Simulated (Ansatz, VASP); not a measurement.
**Two plane-wave programs on NaCl**

```xyz
2
Lattice="0.0000 2.7941 2.7941 2.7941 0.0000 2.7941 2.7941 2.7941 0.0000" Properties=species:S:1:pos:R:3 pbc="T T T"
Cl    2.7941    2.7941    2.7941
Na    0.0000    0.0000    0.0000
```

Alike in both runs: functional B3LYP; k mesh 4 × 4 × 4; occupations fermi-dirac, width 0.05 eV; no spin polarisation.

|  | VASP | Ansatz |
| --- | --- | --- |
| version | VASP 6.6.1 | Ansatz 0.2.0 |
| potentials or method | VASP PAW PBE potentials, release 64 (Cl, Na_pv) | Ansatz PAW |
| plane-wave cutoff (eV) | 520 | 420 |
| valence electrons in the cell | 14 | 16 |
| task | single point | band structure |

```csv
,VASP,Ansatz,Ansatz less VASP
gap on the k mesh at the Fermi level (eV),6.94,6.92,-0.026
least direct gap on the mesh (eV),6.94,6.92,-0.026
pressure (GPa),1.5,1.6,+0.12
```

VASP's potentials were made for PBE, not for B3LYP. With one functional, cell and mesh, what is left measures potentials, basis and numerics. VASP's potentials hold 14 valence electrons a cell and Ansatz's 16, so a difference there can come from the potentials and not from the codes.

The k mesh is coarse, so the values compare programs but aren't converged.
